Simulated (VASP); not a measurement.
Input of a VASP 6.6.1 run:

The input INCAR:

```
SYSTEM = Li
PREC = Accurate
ENCUT = 520
EDIFF = 1E-6
ISMEAR = -1
SIGMA = 0.05
LREAL = Auto
LASPH = .TRUE.
NELM = 80
ALGO = Normal
ISIF = 2
LWAVE = .FALSE.
LCHARG = .FALSE.
GGA = PE
NBANDS = 40
```

Contents of KPOINTS:

```
regular mesh
0
G
  4 4 1
  0 0 0
```

Contents of POSCAR:

```
Li
1.0
    6.9800000000      0.0000000000      0.0000000000
    3.4900000000      4.9356050000      0.0000000000
    0.0000000000      0.0000000000     20.4034080000
Li
17
Direct
   -0.2499999493      0.4999998987      0.0490114201
    0.2500000507      0.4999998987      0.0490114201
   -0.2500000000      1.0000000000      0.0490114201
    0.2500000000      1.0000000000      0.0490114201
   -0.0001773371     -0.0000309992      0.1632382198
    0.5020478144     -0.0040068036      0.1607904915
    0.0033788341      0.4973967730      0.1602146563
    0.4989749523      0.4977045367      0.1595787821
   -0.2484681070      0.4931046954      0.2715946767
    0.2455629489      0.5125801194      0.2734237339
   -0.2595578115      0.9995416975      0.2808275951
    0.2589284448      1.0008539986      0.2807194759
    0.0127147579     -0.0253277967      0.3988243043
    0.5077304257     -0.0175522555      0.4087140246
    0.0052801194      0.4820910506      0.3836934496
    0.5140971359      0.4807461294      0.3858452960
    0.7905227881      0.4385825041      0.5000131351
```

Potentials or basis: VASP PAW PBE potentials, release 64 (Li_sv).

Command:

```console
$ cat potpaw_PBE.64/Li_sv/POTCAR > POTCAR
$ mpirun -np 1 vasp_std > vasp.out
```

Q: What does it give for the band gap on the k mesh?

A: Zero (an odd number of electrons rules out a gap without spin polarisation).

Q: Estimate the largest force.

A: 0.031 eV/Å.

Forces on the atoms (eV/Å):
```
Li   0.003  0.005 -0.018
Li  -0.003 -0.001 -0.031
Li   0.011 -0.003  0.008
Li  -0.012 -0.003  0.008
Li   0.000 -0.003 -0.010
Li  -0.001  0.001  0.007
Li   0.001  0.001 -0.001
Li   0.001 -0.001 -0.002
Li  -0.004  0.002 -0.002
Li   0.000 -0.004  0.000
Li  -0.005 -0.001  0.007
Li   0.006 -0.002  0.007
Li   0.000 -0.001  0.011
Li   0.002  0.012 -0.003
Li   0.000 -0.003 -0.003
Li  -0.001 -0.002  0.001
Li   0.002  0.002  0.021
```
